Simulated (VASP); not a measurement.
Be: single point with PBEsol

Crystal: Be.

```
Be
1.0
     0.00000    1.57370    1.57370
     1.57370    0.00000    1.57370
     1.57370    1.57370    0.00000
Be
1
Direct
  0.00000 0.00000 0.00000
```

This isn't the form of Be at room conditions, which is hcp.

| Item | Value |
| --- | --- |
| Program | VASP 6.6.1 |
| Task | single point |
| Functional | PBEsol |
| Potentials or basis | VASP PAW PBE potentials, release 64 (Be) |
| Cutoff | 520 eV |
| k mesh | 22 × 22 × 22 |
| Occupations | gaussian, width 0.1 eV |
| Spin | no spin polarisation |

```json
{
 "Pressure": "0.5 GPa",
 "Band gap on the k mesh": "zero (bands 1 and 2 overlap by 0.70 eV)"
}
```

Levels at points of the mesh, in eV from the Fermi level:
```csv
k point,band 1,band 2,band 3,band 4,band 5
"(0.00, 0.00, 0.00)",-12.03,19.50,19.50,19.50,29.21
"(0.50, 0.00, 0.00)",-5.46,-0.04,16.53,16.53,26.32
"(0.50, 0.50, 0.00)",-2.81,3.78,9.49,9.49,15.17
```

It took 26 s on 1 thread of Intel Xeon 8259CL, on a shared host, peak memory 0.12 GiB.

Caveat: the PAW data sets were made with another functional, which shifts forces and pressure a little.
